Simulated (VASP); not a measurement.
# LuAs3 in VASP: single point with PBE

Aim: the single point of LuAs3 with PBE.

All numbers are computed with VASP 6.6.1; they aren't measurements. Logs are shortened: lines on timing, memory, paths and dates and some standing lists are left out, and cuts for length are marked.

## Step 1: The cell of the first run

The typed cell holds 4 atoms: a = 4.164 Å, b = 4.165 Å, c = 4.687 Å, α = 90.00°, β = 90.00°, γ = 90.00°.

## Step 2: Single point, PBE, non-collinear spin, zero start, spin-orbit coupling

INCAR reads:

```
SYSTEM = LuAs3
PREC = Accurate ; ENCUT = 520
EDIFF = 1E-6 ; ISMEAR = -1
SIGMA = 0.1 ; LREAL = .FALSE.
LASPH = .TRUE. ; NELM = 150
ALGO = Normal ; ISIF = 2
LWAVE = .FALSE. ; LCHARG = .FALSE.
MAGMOM = 0 0 0 0 0 0 0 0 0 0 0 0 ; LORBIT = 11
LSORBIT = .TRUE. ; GGA_COMPAT = .FALSE.
LORBMOM = .TRUE. ; GGA = PE
NBANDS = 54
```

KPOINTS reads:

```
Automatic mesh
0
Gamma
  4 4 4
  0 0 0.5
```

POSCAR reads:

```
LuAs3
1.0
    4.1640867836     -0.0000035619     -0.0007848551
   -0.0000045947      4.1645166697     -0.0003681880
    0.0008611156      0.0003412686      4.6874935574
Lu As
1 3
Direct
    0.0079739928      1.0040773036      0.9930584969
    0.0079745973      0.5040547577      0.4931058858
    0.5079746469      0.0040432964      0.4931011575
    0.5079757630      0.5040636423      0.9931194599
```

Potentials or basis: VASP PAW PBE potentials, release 64 (Lu, As).

Started as:

```bash
cat potpaw_PBE.64/Lu/POTCAR potpaw_PBE.64/As/POTCAR > POTCAR
mpirun -np 1 vasp_ncl > vasp.out
```

OUTCAR:

```text
SYSTEM = LuAs3
   PREC = Accurate
   ENCUT = 520
   EDIFF = 1E-6
   ISMEAR = -1
   LREAL = .FALSE.
   LASPH = .TRUE.
   NELM = 150
   ISIF = 2
   LORBIT = 11
   LSORBIT = .TRUE.
   GGA = PE

 ion  position               nearest neighbor table
   1  0.008  0.004  0.993-   4 2.94   4 2.94   4 2.94   4 2.94   3 3.13   3 3.13   2 3.13   2 3.13
                             3 3.14   3 3.14   2 3.14   2 3.14
   2  0.008  0.504  0.493-   1 3.13   1 3.13   1 3.14   1 3.14
   3  0.508  0.004  0.493-   1 3.13   1 3.13   1 3.14   1 3.14
   4  0.508  0.504  0.993-   1 2.94   1 2.94   1 2.94   1 2.94

  LATTYP: Found a simple monoclinic cell.
 ALAT       =     4.1645166860
 B/A-ratio  =     0.9998967879
 C/A-ratio  =     1.1255792694
 COS(beta)  =    -0.0000156069

  Lattice vectors:

 A1 = (  -0.0000045947,   4.1645166697,  -0.0003681880)
 A2 = (  -4.1640867836,   0.0000035619,   0.0007848551)
 A3 = (   0.0008611156,   0.0003412686,   4.6874935574)

Analysis of symmetry for initial positions (statically):
=====================================================================
 Subroutine PRICEL returns:
 Original cell was already a primitive cell.

 Routine SETGRP: Setting up the symmetry group for a
 simple monoclinic supercell.

 Subroutine GETGRP returns: Found  2 space group operations
 (whereof  1 operations were pure point group operations)
 out of a pool of  4 trial point group operations.

The static configuration has the point symmetry C_1 .
 The point group associated with its full space group is C_1h.

Analysis of symmetry for dynamics (positions and initial velocities):
=====================================================================
 Subroutine PRICEL returns:
 Original cell was already a primitive cell.

 Routine SETGRP: Setting up the symmetry group for a
 simple monoclinic supercell.

 Subroutine GETGRP returns: Found  2 space group operations
 (whereof  1 operations were pure point group operations)
 out of a pool of  4 trial point group operations.

The dynamic configuration has the point symmetry C_1 .
 The point group associated with its full space group is C_1h.

Analysis of structural, dynamic, and magnetic symmetry:
=====================================================================
 Subroutine PRICEL returns:
 Original cell was already a primitive cell.

 Routine SETGRP: Setting up the symmetry group for a
 simple monoclinic supercell.

 Subroutine GETGRP returns: Found  2 space group operations
 (whereof  1 operations were pure point group operations)
 out of a pool of  4 trial point group operations.

The overall configuration has the point symmetry C_1 .
 The point group associated with its full space group is C_1h.

 Subroutine INISYM returns: Found  2 space group operations
 (whereof  1 operations are pure point group operations),
 and found     1 'primitive' translations

----------------------------------------------------------------------------------------

                                     Primitive cell

  volume of cell :      81.2877

  direct lattice vectors                    reciprocal lattice vectors
     4.164086784 -0.000003562 -0.000784855     0.240148685  0.000000261 -0.000044117
    -0.000004595  4.164516670 -0.000368188     0.000000202  0.240123902 -0.000017482
     0.000861116  0.000341269  4.687493557     0.000040210  0.000018861  0.213333618

  length of vectors
     4.164086858  4.164516686  4.687493649     0.240148689  0.240123903  0.213333622

  position of ions in fractional coordinates (direct lattice)
     0.007973993  0.004077304  0.993058497
     0.007974597  0.504054758  0.493105886
     0.507974647  0.004043296  0.493101157
     0.507975763  0.504063642  0.993119460

  ion indices of the primitive-cell ions
   primitive index   ion index
                 1           1
                 2           2
                 3           3
                 4           4

[... 126 lines left out ...]
 fundamental gap:      0.1479266208
 Fermi energy:         5.5995155624

 k-point     1 :      -0.0000    0.0000    0.1250
  band No.  band energies     occupation
      1     -51.1612      1.00000
      2     -51.1612      1.00000
      3     -26.0815      1.00000
      4     -26.0815      1.00000
      5     -19.8998      1.00000
      6     -19.8998      1.00000
[... 1309 lines left out ...]
     51      10.1418      0.00000
     52      10.1418      0.00000

 [... further k-points ...]

 [bands above 52 left out]

------------------------ aborting loop because EDIFF is reached ----------------------------------------

  FORCE on cell =-STRESS in cart. coord.  units (eV):
  Direction    XX          YY          ZZ          XY          YZ          ZX
  --------------------------------------------------------------------------------------
  -------------------------------------------------------------------------------------
  Total        0.1013692      0.1000652      0.0506211     -0.0000002      0.0001567     -0.0000098
  in kB        1.9979819      1.9722806      0.9977402     -0.0000033      0.0030887     -0.0001933
  external PRESSURE =       1.6560009 kB  Pullay stress =       0.0000000 kB

 VOLUME and BASIS-vectors are now :
 -----------------------------------------------------------------------------
  energy-cutoff  :      520.00
  volume of cell :       81.29
      direct lattice vectors                 reciprocal lattice vectors
     4.164086784 -0.000003562 -0.000784855     0.240148685  0.000000261 -0.000044117
    -0.000004595  4.164516670 -0.000368188     0.000000202  0.240123902 -0.000017482
     0.000861116  0.000341269  4.687493557     0.000040210  0.000018861  0.213333618

 POSITION                                       TOTAL-FORCE (eV/Angst)
 -----------------------------------------------------------------------------------
      0.03406      0.01732      4.65495         0.000000      0.000614      0.000213
      0.03363      2.09931      2.31124        -0.000000     -0.000260     -0.000164
      2.11568      0.01700      2.31101        -0.000000     -0.000192     -0.000059
      2.11611      2.09952      4.65466         0.000000     -0.000162      0.000010
 -----------------------------------------------------------------------------------
    total drift:                               -0.000814      0.001258     -0.000025

  FREE ENERGIE OF THE ION-ELECTRON SYSTEM (eV)
  ---------------------------------------------------
  free  energy   TOTEN  =       -20.9223301809 eV

  energy  without entropy=      -20.8672522774  energy(sigma->0) =      -20.89479123

 orbital moment (x)

 # of ion     p       d       f       tot
 ------------------------------------------------
  1        -0.000  -0.000   0.000  -0.000
  2        -0.000  -0.000   0.000  -0.000
  3        -0.000   0.000   0.000  -0.000
  4         0.000   0.000   0.000   0.000
 ------------------------------------------------
           -0.000  -0.000   0.000  -0.000

 orbital moment (y)

 # of ion     p       d       f       tot
 ------------------------------------------------
  1        -0.000  -0.000   0.000  -0.000
  2        -0.000   0.000   0.000  -0.000
  3        -0.000   0.000   0.000  -0.000
  4         0.000   0.000   0.000   0.000
 ------------------------------------------------
           -0.000  -0.000   0.000  -0.000

 orbital moment (z)

 # of ion     p       d       f       tot
 ------------------------------------------------
  1         0.000   0.000  -0.000   0.000
  2         0.000   0.000   0.000   0.000
  3         0.000  -0.000   0.000   0.000
  4        -0.000  -0.000   0.000  -0.000
 ------------------------------------------------
            0.000   0.000  -0.000   0.000

 Spin-Orbit-Coupling matrix elements

 Ion:    1  E_soc:     -1.4117038
 l=   1
     0.0000000    -0.2265100    -0.2257374
    -0.2265100     0.0000000    -0.2265098
    -0.2257374    -0.2265098     0.0000000
 l=   2
     0.0000000    -0.0007397     0.0000000    -0.0007398    -0.0028407
    -0.0007397     0.0000000    -0.0020545    -0.0007088    -0.0006967
     0.0000000    -0.0020545     0.0000000    -0.0020545     0.0000000
    -0.0007398    -0.0007088    -0.0020545     0.0000000    -0.0006967
    -0.0028407    -0.0006967     0.0000000    -0.0006967     0.0000000
 l=   3
     0.0000000    -0.0006053     0.0000000     0.0000000     0.0000000    -0.0005821    -0.0035373
    -0.0006053     0.0000000    -0.0010012     0.0000000    -0.0010013    -0.0015749    -0.0006053
     0.0000000    -0.0010012     0.0000000    -0.0023536    -0.0004031    -0.0009817     0.0000000
     0.0000000     0.0000000    -0.0023536     0.0000000    -0.0023535     0.0000000     0.0000000
[... 49 lines left out ...]
 l=   2
     0.0000000     0.0000031     0.0000000     0.0000031     0.0000130
     0.0000031     0.0000000    -0.0000017    -0.0000044    -0.0000064
     0.0000000    -0.0000017     0.0000000    -0.0000017     0.0000000
     0.0000031    -0.0000044    -0.0000017     0.0000000    -0.0000064
     0.0000130    -0.0000064     0.0000000    -0.0000064     0.0000000
 l=   3
     0.0000000     0.0000000     0.0000000     0.0000000     0.0000000     0.0000000     0.0000000
     0.0000000     0.0000000     0.0000000     0.0000000     0.0000000     0.0000000     0.0000000
     0.0000000     0.0000000     0.0000000     0.0000000     0.0000000     0.0000000     0.0000000
     0.0000000     0.0000000     0.0000000     0.0000000     0.0000000     0.0000000     0.0000000
     0.0000000     0.0000000     0.0000000     0.0000000     0.0000000     0.0000000     0.0000000
     0.0000000     0.0000000     0.0000000     0.0000000     0.0000000     0.0000000     0.0000000
     0.0000000     0.0000000     0.0000000     0.0000000     0.0000000     0.0000000     0.0000000

 total charge

# of ion       s       p       d       f       tot
--------------------------------------------------
    1        2.207   6.056   0.842  14.007  23.112
    2        1.323   1.311   0.039   0.000   2.674
    3        1.323   1.311   0.039   0.000   2.674
    4        1.294   1.399   0.037   0.000   2.729
--------------------------------------------------
tot          6.147  10.078   0.957  14.007  31.189

 magnetization (x)

# of ion       s       p       d       f       tot
--------------------------------------------------
    1        0.000  -0.000   0.000   0.000   0.000
    2        0.000  -0.000   0.000   0.000   0.000
    3        0.000  -0.000   0.000   0.000  -0.000
    4       -0.000  -0.000   0.000   0.000  -0.000
--------------------------------------------------
tot          0.000  -0.000   0.000   0.000   0.000

 magnetization (y)

# of ion       s       p       d       f       tot
--------------------------------------------------
    1       -0.000   0.000  -0.000  -0.000  -0.000
    2       -0.000   0.000  -0.000   0.000  -0.000
    3       -0.000   0.000  -0.000   0.000   0.000
    4        0.000   0.000  -0.000   0.000   0.000
--------------------------------------------------
tot         -0.000   0.000  -0.000  -0.000  -0.000

 magnetization (z)

# of ion       s       p       d       f       tot
--------------------------------------------------
    1       -0.000   0.000  -0.000  -0.000  -0.000
    2       -0.000   0.000  -0.000   0.000  -0.000
    3       -0.000   0.000  -0.000   0.000   0.000
    4        0.000   0.000  -0.000   0.000   0.000
--------------------------------------------------
tot         -0.000   0.000  -0.000  -0.000  -0.000
```

Run time: 5.6 min. Hardware: 1 thread of Intel Xeon Platinum 8259CL at 2.50GHz (Skylake/Cascade Lake), shared host; peak memory 0.53 GiB.

What came out:

| Item | Value |
| --- | --- |
| Free energy | -20.9223 eV |
| Pressure | 0.2 GPa |
| Net moment | 0.00 μB per cell |
| Valence electrons inside the program's atomic spheres | Lu 23.11; As 2.67, 2.73 |

Moments on the atoms (μB; x, y, z):
```
Lu  0.00 0.00 0.00
As  0.00 0.00 0.00
As  0.00 0.00 0.00
As  0.00 0.00 0.00
```

Caveat: the k points lie up to 0.38 Å⁻¹ apart.
